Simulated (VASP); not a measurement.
A run of VASP 6.6.1 is set up as follows.

File POSCAR:

```
LiCl
1.0
    0.0000000000      2.5262886000      2.6032314000
    2.5262886000      0.0000000000      2.6032314000
    2.5262886000      2.5262886000      0.0000000000
Li Cl
1 1
Direct
    0.0000000000      0.0000000000      0.0000000000
    0.5000000000      0.5000000000      0.5000000000
```

INCAR.step1

```
ALGO     = Normal         # electronic algorithm
EDIFF    = 1E-4           # SCF threshold, eV
ENCUT    = 520            # plane-wave cutoff, eV
GGA      = PE             # functional
ISMEAR   = 0              # smearing method
LASPH    = True           # aspherical terms in the spheres
LCHARG   = False          # write CHGCAR
LREAL    = False          # projectors in reciprocal space
LWAVE    = True           # write WAVECAR
NBANDS   = 12             # bands
NELM     = 60             # most SCF steps
PREC     = Accurate       # precision mode
SIGMA    = 0.05           # smearing width, eV
```

The input INCAR.step2:

```
ALGO     = Normal         # electronic algorithm
EDIFF    = 1E-6           # SCF threshold, eV
ENCUT    = 520            # plane-wave cutoff, eV
ISIF     = 2              # what is computed and relaxed
ISMEAR   = 0              # smearing method
ISTART   = 1            
LASPH    = True           # aspherical terms in the spheres
LCHARG   = False          # write CHGCAR
LMIXTAU  = True         
LREAL    = False          # projectors in reciprocal space
LWAVE    = False          # write WAVECAR
METAGGA  = R2SCAN         # meta-GGA
NBANDS   = 12             # bands
NELM     = 60             # most SCF steps
PREC     = Accurate       # precision mode
SIGMA    = 0.05           # smearing width, eV
```

File KPOINTS:

```
k-points
0
Gamma
  8 8 8
```

Potentials or basis: VASP PAW PBE potentials, release 64 (Li_sv, Cl).

The run is started by

```bash
$ cat potpaw_PBE.64/Li_sv/POTCAR potpaw_PBE.64/Cl/POTCAR > POTCAR
$ cp INCAR.step1 INCAR
$ mpirun -np 1 vasp_std > vasp.out
$ cp INCAR.step2 INCAR
$ mpirun -np 1 vasp_std > vasp.out
```

(1) Predict the band gap on the k mesh.

Results:

(1) 7.34 eV.

Caveat: the cell differs from its parent crystal (strain -0.015 along x and y, +0.015 along z).
